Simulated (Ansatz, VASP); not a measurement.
Two plane-wave programs on GaN

```
Ga N
1.0
     3.18310    0.00000    0.00000
    -1.59155    2.75664    0.00000
     0.00000    0.00000    5.18360
Ga N
2 2
Direct
  0.33333 0.66667 0.99911
  0.66667 0.33333 0.49911
  0.29706 0.59411 0.39518
  0.66667 0.33333 0.87589
```

Alike in both runs: task single point; functional r2SCAN; k mesh 12 × 12 × 6; occupations gaussian, width 0.05 eV; no spin polarisation.

|  | VASP | Ansatz |
| --- | --- | --- |
| version | VASP 6.6.1 | Ansatz 0.2.0 |
| potentials or method | VASP PAW PBE potentials, release 64 (Ga_d, N), cutoff 520 eV | scalar-relativistic, plane waves, PAW |
| valence electrons in the cell | 36 | 36 |

|  | VASP | Ansatz | Ansatz less VASP |
| --- | --- | --- | --- |
| gap on the k mesh at the Fermi level (eV) | 2.23 | 2.23 | +0.001 |
| least direct gap on the mesh (eV) | 2.23 | 2.23 | +0.001 |
| pressure (GPa) | 3.9 | 2.8 | -1.10 |
| traceless stress, the component that is largest in VASP (GPa) | 10.19 | 9.81 | -0.380 |
| rms of the force components (eV/Å) | 1.149 | 1.127 | -0.0221 |

VASP's potentials were made for PBE, not for r2SCAN. Atom by atom the forces differ by 0.023 eV/Å (rms over components).
